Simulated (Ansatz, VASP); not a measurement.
Given: the input of a run of VASP 6.6.1 on MoS2.

INCAR

```
SYSTEM = MoS2
ALGO = Normal ; EDIFF = 1E-6
ENCUT = 520 ; GGA = PE
ISIF = 2 ; ISMEAR = -1
LASPH = .True. ; LCHARG = .False.
LREAL = .False. ; LWAVE = .False.
NBANDS = 20 ; NELM = 100
PREC = Accurate ; SIGMA = 0.04
```

Contents of KPOINTS:

```
k-points
0
Gamma
  6 6 6
  0 0 0
```

File POSCAR:

```
MoS2
1.0
    1.5814998900      0.9130793900      6.1233282100
   -1.5814998900      0.9130793900      6.1233282100
    0.0000000000     -1.8261587800      6.1233282100
Mo S
1 2
Direct
    0.0000000000      0.0000000000      0.0000000000
    0.7484000000      0.7484000000      0.7484000000
    0.5849000000      0.5849000000      0.5849000000
```

Potentials or basis: VASP PAW PBE potentials, release 64 (Mo_sv, S).

Run with:

```bash
$ cat potpaw_PBE.64/Mo_sv/POTCAR potpaw_PBE.64/S/POTCAR > POTCAR
$ mpirun -np 1 vasp_std > vasp.out
```

**Question.** Set up the same calculation for Ansatz 0.2.0. Potentials there: all-electron LAPW, scalar-relativistic.

**Answer.** As run (the cutoff follows the program's own potentials):

input.yaml

```yaml
crystal:
  lattice:
    - [1.58149989, 0.91307939, 6.12332821]
    - [-1.58149989, 0.91307939, 6.12332821]
    - [0.0, -1.82615878, 6.12332821]
  atoms:
    - { symbol: Mo, position: [0.0, 0.0, 0.0] }
    - { symbol: S, position: [0.7484, 0.7484, 0.7484] }
    - { symbol: S, position: [0.5849, 0.5849, 0.5849] }
kpoints:
  mp_grid: { grid: [6, 6, 6] }
scf:
  occupations: { method: fermi_dirac, width: 0.04 }
hamiltonian:
  xc: pbe
  pseudopotentials: { kind: all_electron, lapw: { basis_error: 0.002 } }
output:
  forces: true
  stress: true
  eigenvalues: true
```

Potentials or basis: all-electron LAPW, scalar-relativistic.

Launch:

```sh
$ ansatz run input.yaml --threads 2 --pin off --max-ram 6144MiB --backend cpu --events-out ev --progress --plain --runs-dir out
```

Both were run:

|  | VASP | Ansatz | Ansatz less VASP |
| --- | --- | --- | --- |
| gap on the k mesh at the Fermi level (eV) | 0.66 | 0.65 | -0.015 |
| least direct gap on the mesh (eV) | 1.63 | 1.63 | -0.004 |
| pressure (GPa) | 9.1 | 9.3 | +0.19 |
| traceless stress, the component that is largest in VASP (GPa) | 4.67 | 4.71 | +0.047 |
| rms of the force components (eV/Å) | 0.603 | 0.613 | +0.0094 |

Atom by atom the forces differ by 0.009 eV/Å (rms over components). Ansatz ran all-electron here, and VASP with PAW potentials.
